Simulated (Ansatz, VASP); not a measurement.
## Ge in VASP and in Ansatz

The input INCAR:

```
ALGO = Normal
EDIFF = 1E-7
EDIFFG = -0.001
ENCUT = 500
GGA = PE
GGA_COMPAT = False
IBRION = 2
ISIF = 3
ISMEAR = -1
LASPH = True
LCHARG = False
LREAL = False
LWAVE = False
NELM = 120
NELMIN = 4
NSW = 80
PREC = Accurate
SIGMA = 0.15
```

File KPOINTS:

```
k-points
0
Gamma
  14 14 14
```

Contents of POSCAR:

```
Ge
1.0
    0.0000000000      2.8806630390      2.8806630390
    2.8806630390      0.0000000000      2.8806630390
    2.8806630390      2.8806630390      0.0000000000
Ge
2
Direct
    0.0000000000      0.0000000000      0.0000000000
    0.2500000000      0.2500000000      0.2500000000
```

Input for Ansatz:

```yaml
crystal:
  lattice:
    - [0.0, 2.880663039, 2.880663039]
    - [2.880663039, 0.0, 2.880663039]
    - [2.880663039, 2.880663039, 0.0]
  atoms:
    - { symbol: Ge, position: [0.0, 0.0, 0.0] }
    - { symbol: Ge, position: [0.25, 0.25, 0.25] }
basis:
  ecutwfc: 600.0
kpoints:
  mp_grid: { grid: [14, 14, 14] }
hamiltonian:
  xc: pbe
scf:
  occupations: { method: fermi_dirac, width: 0.15 }
output:
  forces: true
  stress: true
  eigenvalues: true
  write_density: true
  write_potential: true
  elf: true
  volumetric_format: npy
relax:
  adjacent_minimum: "off"
  f_tol: 0.001
  max_steps: 60
  cell: { stress_tol: 0.01 }
```

Alike in both runs: task relaxation of cell and atoms; functional PBE; k mesh 14 × 14 × 14; occupations fermi-dirac, width 0.15 eV; no spin polarisation.

|  | VASP | Ansatz |
| --- | --- | --- |
| version | VASP 6.6.1 | Ansatz 0.2.0 |
| potentials or method | VASP PAW PBE potentials, release 64 (Ge_d), cutoff 500 eV | scalar-relativistic, plane waves, PAW |
| valence electrons in the cell | 28 | 28 |

```tsv
	VASP	Ansatz	Ansatz less VASP
gap on the k mesh at the Fermi level, each at its own relaxed structure (eV)	none	none	-
relaxed volume (Å³/atom)	23.89	23.93	+0.045
relaxed length of the cell vector where the two differ most in proportion (Å)	4.073	4.076	+0.0026
```

A gap of «none» marks a metal or a gap that the smearing closes.
